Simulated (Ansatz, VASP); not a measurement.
## ZnS: VASP beside Ansatz

The input INCAR:

```
SYSTEM = ZnS
ALGO = Normal
EDIFF = 1E-7
ENCUT = 520
GGA = PE
ISIF = 2
ISMEAR = 0
LASPH = .TRUE.
LCHARG = .FALSE.
LREAL = .FALSE.
LWAVE = .FALSE.
NBANDS = 46
NELM = 80
PREC = Accurate
SIGMA = 0.05
```

Contents of KPOINTS:

```
k-points
0
G
  9 9 4
  0 0 0
```

The input POSCAR:

```
ZnS
1.0
    3.9750935153      0.0000000000      0.0000000000
   -1.9875467576      3.4425319667      0.0000000000
    0.0000000000      0.0000000000     10.8456451471
Zn S
4 4
Direct
    0.0000000000      0.0000000000      0.0000492057
    0.0000000000      0.0000000000      0.5000492057
    0.3333333333      0.6666666667      0.2500242903
    0.6666666667      0.3333333333      0.7500242903
    0.0000000000      0.0000000000      0.1872905901
    0.0000000000      0.0000000000      0.6872905901
    0.3333333333      0.6666666667      0.4376359138
    0.6666666667      0.3333333333      0.9376359138
```

Input for Ansatz:

```yaml
crystal:
  lattice:
    - [3.9750935153, 0.0, 0.0]
    - [-1.9875467576, 3.4425319667, 0.0]
    - [0.0, 0.0, 10.8456451471]
  atoms:
    - { symbol: Zn, position: [0.0, 0.0, 4.92057e-05] }
    - { symbol: Zn, position: [0.0, 0.0, 0.5000492057] }
    - { symbol: Zn, position: [0.3333333333, 0.6666666667, 0.2500242903] }
    - { symbol: Zn, position: [0.6666666667, 0.3333333333, 0.7500242903] }
    - { symbol: S, position: [0.0, 0.0, 0.1872905901] }
    - { symbol: S, position: [0.0, 0.0, 0.6872905901] }
    - { symbol: S, position: [0.3333333333, 0.6666666667, 0.4376359138] }
    - { symbol: S, position: [0.6666666667, 0.3333333333, 0.9376359138] }
basis:
  ecutwfc: 520.0
kpoints:
  mp_grid: { grid: [9, 9, 4] }
hamiltonian:
  xc: pbe
scf:
  occupations: { method: gaussian, width: 0.05 }
output:
  forces: true
  stress: true
  eigenvalues: true
```

Alike in both runs: task single point; functional PBE; k mesh 9 × 9 × 4; occupations gaussian, width 0.05 eV; no spin polarisation.

|  | VASP | Ansatz |
| --- | --- | --- |
| version | VASP 6.6.1 | Ansatz 0.2.0 |
| potentials or method | VASP PAW PBE potentials, release 64 (Zn, S), cutoff 520 eV | scalar-relativistic, plane waves, PAW |
| valence electrons in the cell | 72 | 72 |

Ansatz gave:

- gap on the k mesh at the Fermi level (eV): 2.02
- least direct gap on the mesh (eV): 2.02
- pressure (GPa): 12.7
- traceless stress, the component that is largest in VASP (GPa): 27.14
- rms of the force components (eV/Å): 1.766

Estimate VASP's values.

gap on the k mesh at the Fermi level (eV): 2.02; least direct gap on the mesh (eV): 2.02; pressure (GPa): 12.8; traceless stress, the component that is largest in VASP (GPa): 27.20; rms of the force components (eV/Å): 1.774.

Atom by atom the forces differ by 0.007 eV/Å (rms over components). With one functional, cell and mesh, what is left measures potentials, basis and numerics.
